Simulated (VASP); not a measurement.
Here is a VASP 6.6.1 calculation.

INCAR

```
SYSTEM = Ge
ALGO = Normal
EDIFF = 1E-7
EDIFFG = -0.005
ENCUT = 600
GGA = RE
IBRION = 2
ISIF = 3
ISMEAR = -1
LASPH = .TRUE.
LCHARG = .FALSE.
LREAL = .FALSE.
LWAVE = .FALSE.
NELM = 100
NSW = 100
PREC = Accurate
SIGMA = 0.05
```

The input KPOINTS:

```
k-points
0
G
  15 15 8
  0 0 0
```

Contents of POSCAR:

```
Ge
1.0
    2.5202003676      0.0000000000      0.0000000000
   -1.2601001838      2.1825575410      0.0000000000
    0.0000000000      0.0000000000      4.0827245956
Ge
2
Direct
    0.3333333333      0.6666666667      0.2500000000
    0.6666666667      0.3333333333      0.7500000000
```

Potentials or basis: VASP PAW PBE potentials, release 64 (Ge_d).

Run with:

```sh
$ cat potpaw_PBE.64/Ge_d/POTCAR > POTCAR
$ mpirun -np 1 vasp_std > vasp.out
```

Question: Estimate the relaxed volume.

Answer: 19.60 Å³/atom.

Question: Estimate the space group after relaxing (to 0.1 Å).

Answer: P6_3/mmc (No. 194).

The path:
```tsv
step	energy change (eV)	largest force (eV/Å)	pressure (GPa)	volume (Å³)
1	0.0000	0.0000	120.44	22.46
2	-2.6401	0.0000	-11.03	62.58
3	-3.7738	0.0000	-0.26	39.34
4	-3.7737	0.0000	0.31	38.94
5	-3.7803	0.0000	0.32	38.94
6	-3.7836	0.0000	0.35	38.92
7	-3.7839	0.0000	0.43	38.93
8	-3.7839	0.0000	0.42	38.93
9	-3.7842	0.0000	-0.05	39.26
10	-3.7842	0.0000	-0.03	39.20
```

Caveat: the volume moved by over 15 % at a fixed basis, so the end points are rough; the PAW data sets were made with another functional, which shifts forces and pressure a little.
